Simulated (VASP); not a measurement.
# La2O3 in VASP: a series of runs

The runs below take La2O3 through single point, with PBE.

All numbers are computed with VASP 6.6.1; they aren't measurements. Logs are shortened: lines on timing, memory, paths and dates and some standing lists are left out, and cuts for length are marked.

## (1) The cell of the first run

It takes space group P-3m1 (No. 164, trigonal). Conventional cell: a = 3.931 Å, b = 3.931 Å, c = 6.112 Å, α = 90.00°, β = 90.00°, γ = 120.00°. La (site symmetry 3m) has 7 O at 2.36 to 2.72 Å within 3.1 Å. Within 3.2 Å of O (site symmetry 3m) lie 4 La at 2.36 to 2.44 Å and 6 O at 2.89 to 3.14 Å. Within 3.6 Å of O (site symmetry -3m) lie 6 La at 2.72 Å and 6 O at 3.14 Å.

## (2) Single point, PBE

The input, INCAR:

```
SYSTEM = La2O3
  ALGO = Normal
  EDIFF = 1E-6
  ENCUT = 520
  GGA = PE
  ISIF = 2
  ISMEAR = 0
  LASPH = .True.
  LCHARG = .True.
  LELF = .True.
  LREAL = .False.
  LVHAR = .True.
  LWAVE = .False.
  NBANDS = 28
  NELM = 60
  PREC = Accurate
  SIGMA = 0.05
```

The input, KPOINTS:

```
k-points
0
Gamma
  6 6 4
  0 0 0
```

The input, POSCAR:

```
La2O3
1.0
    3.9307780000      0.0000000000      0.0000000000
   -1.9653890000      3.4041530000      0.0000000000
    0.0000000000      0.0000000000      6.1119540000
La O
2 3
Direct
    0.6666666667      0.3333333333      0.7537640000
    0.3333333333      0.6666666667      0.2462360000
    0.6666666667      0.3333333333      0.3541090000
    0.3333333333      0.6666666667      0.6458910000
    0.0000000000      0.0000000000      0.0000000000
```

Potentials or basis: VASP PAW PBE potentials, release 64 (La, O).

Command:

```bash
$ cat potpaw_PBE.64/La/POTCAR potpaw_PBE.64/O/POTCAR > POTCAR
$ mpirun -np 1 vasp_std > vasp.out
```

OUTCAR:

```text
SYSTEM = La2O3
   EDIFF = 1E-6
   ENCUT = 520
   GGA = PE
   ISIF = 2
   ISMEAR = 0
   LASPH = .True.
   LREAL = .False.
   NELM = 60
   PREC = Accurate

 ion  position               nearest neighbor table
   1  0.667  0.333  0.754-   4 2.36   4 2.36   4 2.36   3 2.44   5 2.72   5 2.72   5 2.72
   2  0.333  0.667  0.246-   3 2.36   3 2.36   3 2.36   4 2.44   5 2.72   5 2.72   5 2.72
   3  0.667  0.333  0.354-   2 2.36   2 2.36   2 2.36   1 2.44
   4  0.333  0.667  0.646-   1 2.36   1 2.36   1 2.36   2 2.44
   5  0.000  0.000  0.000-   2 2.72   1 2.72   2 2.72   1 2.72   1 2.72   2 2.72

  LATTYP: Found a hexagonal cell.
 ALAT       =     3.9307780000
 C/A-ratio  =     1.5548967660

  Lattice vectors:

 A1 = (   3.9307780000,   0.0000000000,   0.0000000000)
 A2 = (  -1.9653890000,   3.4041530000,   0.0000000000)
 A3 = (   0.0000000000,   0.0000000000,   6.1119540000)

Analysis of symmetry for initial positions (statically):
=====================================================================
 Subroutine PRICEL returns:
 Original cell was already a primitive cell.

 Routine SETGRP: Setting up the symmetry group for a
 hexagonal supercell.

 Subroutine GETGRP returns: Found 12 space group operations
 (whereof 12 operations were pure point group operations)
 out of a pool of 24 trial point group operations.

The static configuration has the point symmetry D_3d.

Analysis of symmetry for dynamics (positions and initial velocities):
=====================================================================
 Subroutine PRICEL returns:
 Original cell was already a primitive cell.

 Routine SETGRP: Setting up the symmetry group for a
 hexagonal supercell.

 Subroutine GETGRP returns: Found 12 space group operations
 (whereof 12 operations were pure point group operations)
 out of a pool of 24 trial point group operations.

The dynamic configuration has the point symmetry D_3d.

 Subroutine INISYM returns: Found 12 space group operations
 (whereof 12 operations are pure point group operations),
 and found     1 'primitive' translations

----------------------------------------------------------------------------------------

                                     Primitive cell

  volume of cell :      81.7839
[... 91 lines left out ...]
   LASPH  =      T    aspherical Exc in radial PAW
   ENCUT  =  520.0 eV  38.22 Ry    6.18 a.u.   7.31  7.31 11.36*2*pi/ulx,y,z
   NELM   =     60;   NELMIN=  2; NELMDL= -5     # of ELM steps
   EDIFF  = 0.1E-05   stopping-criterion for ELM
   LREAL  =      F    real-space projection
   EDIFFG = 0.1E-04   stopping-criterion for IOM
   NSW    =      0    number of steps for IOM
   IBRION =     -1    ionic relax: 0-MD 1-quasi-New 2-CG
   NFREE  =      0    steps in history (QN), initial steepest desc. (CG)
   ISIF   =      2    stress and relaxation
   ISYM   =      2    0-nonsym 1-usesym 2-fastsym
   POTIM  = 0.5000    time-step for ionic-motion
   TEBEG  =    0.0;   TEEND  =   0.0 temperature during run
   PSTRESS=    0.0 pullay stress
   NELECT =      40.0000    total number of electrons
   NUPDOWN=      -1.0000    fix difference up-down
   EMIN   =  10.00;   EMAX   =-10.00  energy-range for DOS
   EFERMI =   0.00;   METHOD = LEGACY
   ISMEAR =     0;   SIGMA  =   0.05  broadening in eV -4-tet -1-fermi 0-gaus
   EFERMI_NEDOS =   21; number of points for ismear=-14 and -15
   IALGO  =     38    algorithm
   IMIX   =      4    mixing-type and parameters
     AMIX     =   0.40;   BMIX     =  1.00
     AMIX_MAG =   1.60;   BMIX_MAG =  1.00
  volume/ion in A,a.u.               =      16.36       110.38
  Fermi-wavevector in a.u.,A,eV,Ry     =   1.289849  2.437462 22.636162  1.663711
  Thomas-Fermi vector in A             =   2.421717
   LORBIT       =      0    0 simple, 1 ext, 2 COOP (PROOUT), +10 PAW based schemes
   GGA     = PE    functional components
   LHFCALC =     F    Hartree Fock is set to
   AEXX    =    0.0000 exact exchange contribution
   IVDW    =     0    specifies the selected vdW correction
   LEPSILON=     F    determine dielectric tensor
   LRPA    =     F    only Hartree local field effects (RPA)
 non-spin polarized calculation
 Gauss-broadening in eV      SIGMA  =   0.05
  energy-cutoff  :      520.00
  volume of cell :       81.78
 maximum number of plane-waves:      2225
 NGX is ok and might be reduce to    30
   NGX = 15   NGY = 15   NGZ = 23

 number of electron      39.9999992 magnetization

 Free energy of the ion-electron system (eV)
  ---------------------------------------------------
  ext. energy  EPLUGINS =         0.00000000
  ---------------------------------------------------
  free energy    TOTEN  =       -41.81743771 eV

  energy without entropy =      -41.81743771  energy(sigma->0) =      -41.81743771

 E-fermi :   6.2358     XC(G=0): -10.4725

 val. band max:        5.9812184559   @ k =   0.5000   0.0000   0.5000
 cond. band min:       9.8400858766   @ k =   0.5000   0.0000   0.0000
 fundamental gap:      3.8588674207
 Fermi energy:         6.2357695628

 k-point     1 :       0.0000    0.0000    0.0000
  band No.  band energies     occupation
      1     -23.8433      2.00000
      2     -23.5994      2.00000
      3     -10.9633      2.00000
      4      -9.7102      2.00000
      5      -9.2613      2.00000
      6      -7.3094      2.00000
[... 733 lines left out ...]
     27      11.3661      0.00000
     28      11.3973      0.00000

------------------------ aborting loop because EDIFF is reached ----------------------------------------

  FORCE on cell =-STRESS in cart. coord.  units (eV):
  Direction    XX          YY          ZZ          XY          YZ          ZX
  --------------------------------------------------------------------------------------
  -------------------------------------------------------------------------------------
  Total        0.7643326      0.7643323      0.9318864      0.0000000      0.0000000      0.0000000
  in kB       14.9735682     14.9735629     18.2560104      0.0000000      0.0000000      0.0000000
  external PRESSURE =      16.0677138 kB  Pullay stress =       0.0000000 kB

 VOLUME and BASIS-vectors are now :
 -----------------------------------------------------------------------------
  energy-cutoff  :      520.00
  volume of cell :       81.78
      direct lattice vectors                 reciprocal lattice vectors
     3.930778000  0.000000000  0.000000000     0.254402564  0.146879415  0.000000000
    -1.965389000  3.404153000  0.000000000     0.000000000  0.293758829  0.000000000
     0.000000000  0.000000000  6.111954000     0.000000000  0.000000000  0.163613797

 POSITION                                       TOTAL-FORCE (eV/Angst)
 -----------------------------------------------------------------------------------
      1.96539      1.13472      4.60697        -0.000000     -0.000000      0.003005
     -0.00000      2.26944      1.50498         0.000000      0.000000     -0.003005
      1.96539      1.13472      2.16430         0.000000      0.000000     -0.011508
     -0.00000      2.26944      3.94766        -0.000000      0.000000      0.011508
      0.00000      0.00000      0.00000        -0.000000      0.000000     -0.000000
 -----------------------------------------------------------------------------------
    total drift:                               -0.000000      0.000000      0.000000

  FREE ENERGIE OF THE ION-ELECTRON SYSTEM (eV)
  ---------------------------------------------------
  free  energy   TOTEN  =       -41.8174377077 eV

  energy  without entropy=      -41.8174377077  energy(sigma->0) =      -41.81743771
```

Run time: 2.5 min. Hardware: 1 thread of Intel Xeon 8259CL, shared host; peak memory 0.23 GiB.

What came out:

| Item | Value |
| --- | --- |
| Free energy | -41.8174 eV |
| Pressure | 1.6 GPa |
| Largest force | 0.012 eV/Å |
| Band gap on the k mesh | 3.86 eV (least direct gap 3.98 eV) |

Forces in eV/Å, atoms in the order of the input:
```
La   0.000  0.000  0.003
La   0.000  0.000 -0.003
O    0.000  0.000 -0.012
O    0.000  0.000  0.012
O    0.000  0.000  0.000
```

Stress tensor (GPa, compression positive):
```
1.50 0.00 0.00
0.00 1.50 0.00
0.00 0.00 1.83
```

Caveat: spin-orbit coupling is left out, which moves the levels of the heavy elements. A k mesh can miss the band edges.

## (3) Single point, PBE

The input, INCAR:

```
PREC     = Accurate       # precision mode
ENCUT    = 520            # plane-wave cutoff, eV
EDIFF    = 1E-7           # SCF threshold, eV
ISMEAR   = 0              # smearing method
SIGMA    = 0.05           # smearing width, eV
LREAL    = False          # projectors in reciprocal space
LASPH    = True           # aspherical terms in the spheres
NELM     = 80             # most SCF steps
ALGO     = Normal         # electronic algorithm
ISIF     = 2              # what is computed and relaxed
LWAVE    = False          # write WAVECAR
LCHARG   = True           # write CHGCAR
GGA      = PE             # functional
LELF     = True           # ELF
LVHAR    = True         
NBANDS   = 28             # bands
```

The input, KPOINTS:

```
regular mesh
0
Gamma
  6 6 4
```

Edit POSCAR of step 2 so:

```diff
@@ -2,5 +2,5 @@
 1.0
-    3.9307780000      0.0000000000      0.0000000000
-   -1.9653890000      3.4041530000      0.0000000000
-    0.0000000000      0.0000000000      6.1119540000
+    3.9307780000     -0.0196538900     -0.0196538900
+   -1.9824097650      3.4139799450     -0.0071938200
+   -0.0305597700     -0.0305597700      6.1119540000
 La O
```

Potentials or basis: VASP PAW PBE potentials, release 64 (La, O).

Command:

```bash
$ cat potpaw_PBE.64/La/POTCAR potpaw_PBE.64/O/POTCAR > POTCAR
$ mpirun -np 1 vasp_std > vasp.out
```

It took 7.7 min on 1 thread of Intel Xeon 8259CL, shared host; peak memory 0.32 GiB.

The run converged. Its results:

```
Free energy            : -41.8111 eV
Pressure               : 1.6 GPa
Largest force          : 0.049 eV/Å
Band gap on the k mesh : 3.85 eV (least direct gap 3.98 eV)
```

Forces in eV/Å, atoms in the order of the input:
```
La  -0.021  0.045  0.001
La   0.021 -0.045 -0.001
O   -0.038  0.017 -0.012
O    0.038 -0.017  0.012
O    0.000  0.000  0.000
```

Stress tensor (GPa, compression positive):
```
1.64 0.82 0.88
0.82 1.35 0.73
0.88 0.73 1.84
```

Levels at points of the mesh, in eV from the valence-band top:
```csv
k point,band 16,band 17,band 18,band 19,band 20,band 21,band 22,band 23,band 24,band 25
"(0.00, 0.00, 0.00)",-2.08,-1.66,-0.40,-0.36,-0.11,4.31,4.57,4.62,5.16,5.36
"(0.50, 0.00, 0.00)",-0.77,-0.76,-0.66,-0.41,-0.26,3.86,4.73,5.16,5.20,5.26
"(0.00, 0.50, 0.00)",-0.73,-0.73,-0.64,-0.43,-0.32,3.85,4.70,5.16,5.19,5.27
"(0.50, 0.50, 0.00)",-0.75,-0.75,-0.65,-0.42,-0.30,3.86,4.71,5.17,5.19,5.26
"(0.00, 0.00, 0.50)",-1.87,-1.00,-0.78,-0.29,-0.28,4.69,4.71,4.73,4.96,5.37
"(0.50, 0.00, 0.50)",-1.01,-0.93,-0.71,-0.36,0.00,4.41,4.63,5.04,5.20,5.26
"(0.00, 0.50, 0.50)",-0.97,-0.96,-0.70,-0.38,0.00,4.40,4.62,5.06,5.19,5.26
"(0.50, 0.50, 0.50)",-0.99,-0.98,-0.70,-0.38,0.00,4.40,4.62,5.06,5.19,5.26
```

Caveat: spin-orbit coupling is left out, which moves the levels of the heavy elements.
